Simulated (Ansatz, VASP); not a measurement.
**MgO: VASP beside Ansatz**

Contents of INCAR:

```
SYSTEM = MgO
ALGO = Normal ; EDIFF = 1E-6
ENCUT = 600 ; GGA = PE
GGA_COMPAT = .False. ; ISIF = 2
ISMEAR = -1 ; LASPH = .True.
LCHARG = .True. ; LELF = .True.
LREAL = .False. ; LVHAR = .True.
LWAVE = .False. ; NBANDS = 11
NELM = 120 ; PREC = Accurate
SIGMA = 0.02
```

File KPOINTS:

```
k-points
0
Gamma
  10 10 10
  0 0 0
```

The input POSCAR:

```
MgO
1.0
    0.0000000000      2.2820056627      2.2820056627
    2.2820056627      0.0000000000      2.2820056627
    2.2820056627      2.2820056627      0.0000000000
Mg O
1 1
Direct
    0.0000000000      0.0000000000      0.0000000000
    0.2500000000      0.2500000000      0.2500000000
```

Input for Ansatz:

```yaml
crystal:
  lattice:
    - [0.0, 2.2820056627, 2.2820056627]
    - [2.2820056627, 0.0, 2.2820056627]
    - [2.2820056627, 2.2820056627, 0.0]
  atoms:
    - { symbol: Mg, position: [0.0, 0.0, 0.0] }
    - { symbol: O, position: [0.25, 0.25, 0.25] }
kpoints:
  mp_grid: { grid: [10, 10, 10] }
  band_path:
    path:
      - [0.0, 0.0, 0.0]
      - [-0.5, -0.5, 0.0]
      - [-0.375, -0.375, 0.25]
      - [-0.375, 0.0, 0.375]
      - [0.0, 0.0, 0.5]
      - [-0.5, -0.25, 0.25]
    npoints: 1
hamiltonian:
  xc: pbe
scf:
  occupations: { method: fermi_dirac, width: 0.02 }
  n_extra_bands: 4
output:
  forces: true
  stress: true
  eigenvalues: true
```

Alike in both runs: task single point; functional PBE; k mesh 10 × 10 × 10; occupations fermi-dirac, width 0.02 eV; no spin polarisation.

|  | VASP | Ansatz |
| --- | --- | --- |
| version | VASP 6.6.1 | Ansatz 0.2.0 |
| potentials or method | VASP PAW PBE potentials, release 64 (Mg, O) | plane waves, PAW |
| plane-wave cutoff (eV) | 600 | 420 |
| valence electrons in the cell | 8 | 16 |

```tsv
	VASP	Ansatz	Ansatz less VASP
gap on the k mesh at the Fermi level (eV)	3.64	3.66	+0.014
pressure (GPa)	3.3	3.9	+0.57
```

VASP's potentials hold 8 valence electrons a cell and Ansatz's 16, so a difference there can come from the potentials and not from the codes.
